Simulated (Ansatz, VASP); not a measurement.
# Hf in VASP and in Ansatz

Contents of POSCAR:

```
Hf
1.0
    3.1987335297      0.0000000000      0.0000000000
   -1.5993667648      2.7701844966      0.0000000000
    0.0000000000      0.0000000000      5.0505021987
Hf
2
Direct
    0.3333333333      0.6666666667      0.2500000000
    0.6666666667      0.3333333333      0.7500000000
```

Contents of INCAR.step1:

```
SYSTEM = Hf
  ALGO = Normal
  EDIFF = 1E-4
  ENCUT = 520
  GGA = PE
  ISMEAR = -1
  LASPH = .TRUE.
  LCHARG = .FALSE.
  LREAL = .FALSE.
  LWAVE = .TRUE.
  NBANDS = 17
  NELM = 100
  PREC = Accurate
  SIGMA = 0.6
```

Contents of INCAR.step2:

```
SYSTEM = Hf
  ALGO = Normal
  EDIFF = 1E-7
  ENCUT = 520
  ISIF = 2
  ISMEAR = -1
  ISTART = 1
  LASPH = .TRUE.
  LCHARG = .TRUE.
  LELF = .TRUE.
  LMIXTAU = .TRUE.
  LREAL = .FALSE.
  LVHAR = .TRUE.
  LWAVE = .FALSE.
  METAGGA = R2SCAN
  NBANDS = 17
  NELM = 100
  PREC = Accurate
  SIGMA = 0.6
```

File KPOINTS:

```
k-points
0
G
  11 11 6
  0 0 0
```

Input for Ansatz:

```yaml
crystal:
  lattice:
    - [3.1987335297, 0.0, 0.0]
    - [-1.5993667648, 2.7701844966, 0.0]
    - [0.0, 0.0, 5.0505021987]
  atoms:
    - { symbol: Hf, position: [0.3333333333, 0.6666666667, 0.25] }
    - { symbol: Hf, position: [0.6666666667, 0.3333333333, 0.75] }
hamiltonian:
  xc: r2scan
  pseudopotentials:
    kind: paw
    azcp:
      Hf: "pseudopotentials/Hf.paw.azcp"
basis:
  ecutwfc: 500
  fft_grid_basis: typed
kpoints:
  mp_grid: { grid: [11, 11, 6], shift: [0, 0, 0] }
magnetization:
  spin_polarized: false
scf:
  occupations: { method: fermi_dirac, width: 0.6 }
  lower_state_search: "off"
output:
  stress: true
  write_density: true
  write_potential: true
  elf: true
  volumetric_format: npy
```

Alike in both runs: task single point; functional r2SCAN; k mesh 11 × 11 × 6; occupations fermi-dirac, width 0.6 eV; no spin polarisation.

```csv
,VASP,Ansatz
version,VASP 6.6.1,Ansatz 0.2.0
potentials or method,"VASP PAW PBE potentials, release 64 (Hf_pv), cutoff 520 eV","plane waves (500 eV) with PAW, scalar-relativistic"
valence electrons in the cell,20,52
```

VASP gave:

* pressure (GPa): 3.3
* traceless stress, the component that is largest in VASP (GPa): 2.48

Task: What did Ansatz give for the same quantities?

Result: Pressure (GPa): 3.9; traceless stress, the component that is largest in VASP (GPa): 2.52.

VASP's potentials were made for PBE, not for r2SCAN. VASP's potentials hold 20 valence electrons a cell and Ansatz's 52, so a difference there can come from the potentials and not from the codes.

Spin-orbit coupling is off throughout.
